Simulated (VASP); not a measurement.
Input of a VASP 6.6.1 run:

The input POSCAR:

```
Cu
1.0
    2.5305027400      0.0000000000      0.0000000000
   -1.2652513700      2.1914796572      0.0000000000
    0.0000000000      0.0000000000     21.1298555565
Cu
3
Direct
    0.3333333333      0.6666666667      0.4022744016
    0.6666666667      0.3333333333      0.4985504281
    0.3333333333      0.6666666667      0.5948324975
```

File INCAR.step1:

```
SYSTEM = Cu
ALGO     = Normal         ! electronic algorithm
DIPOL    = 0.5 0.5 0.499
EDIFF    = 1E-4           ! SCF threshold, eV
ENCUT    = 520            ! plane-wave cutoff, eV
GGA      = PE             ! functional
IDIPOL   = 3            
ISMEAR   = 0              ! smearing method
LASPH    = .TRUE.         ! aspherical terms in the spheres
LCHARG   = .FALSE.        ! write CHGCAR
LDIPOL   = .TRUE.       
LREAL    = .FALSE.        ! projectors in reciprocal space
LWAVE    = .TRUE.         ! write WAVECAR
NBANDS   = 24             ! bands
NELM     = 80             ! most SCF steps
PREC     = Accurate       ! precision mode
SIGMA    = 0.1            ! smearing width, eV
```

Contents of INCAR.step2:

```
SYSTEM = Cu
ALGO     = Normal         ! electronic algorithm
DIPOL    = 0.5 0.5 0.499
EDIFF    = 1E-6           ! SCF threshold, eV
ENCUT    = 520            ! plane-wave cutoff, eV
IDIPOL   = 3            
ISIF     = 2              ! what is computed and relaxed
ISMEAR   = 0              ! smearing method
ISTART   = 1            
LASPH    = .TRUE.         ! aspherical terms in the spheres
LCHARG   = .TRUE.         ! write CHGCAR
LDIPOL   = .TRUE.       
LELF     = .TRUE.         ! ELF
LMIXTAU  = .TRUE.       
LREAL    = .FALSE.        ! projectors in reciprocal space
LVACPOTAV= .TRUE.       
LVHAR    = .TRUE.       
LWAVE    = .FALSE.        ! write WAVECAR
METAGGA  = R2SCAN         ! meta-GGA
NBANDS   = 24             ! bands
NELM     = 80             ! most SCF steps
PREC     = Accurate       ! precision mode
SIGMA    = 0.1            ! smearing width, eV
```

KPOINTS

```
k-points
0
G
  12 12 1
  0 0 0
```

Potentials or basis: VASP PAW PBE potentials, release 64 (Cu).

Command:

```sh
$ cat potpaw_PBE.64/Cu/POTCAR > POTCAR
$ cp INCAR.step1 INCAR
$ mpirun -np 1 vasp_std > vasp.out
$ cp INCAR.step2 INCAR
$ mpirun -np 1 vasp_std > vasp.out
```

**Question.** What does it give for the largest force?

**Answer.** 0.031 eV/Å.

Forces in eV/Å, atoms in the order of the input:
```
Cu   0.000  0.000 -0.031
Cu   0.000  0.000  0.000
Cu   0.000  0.000  0.031
```

Caveat: the PAW data sets were made with another functional, which shifts forces and pressure a little.
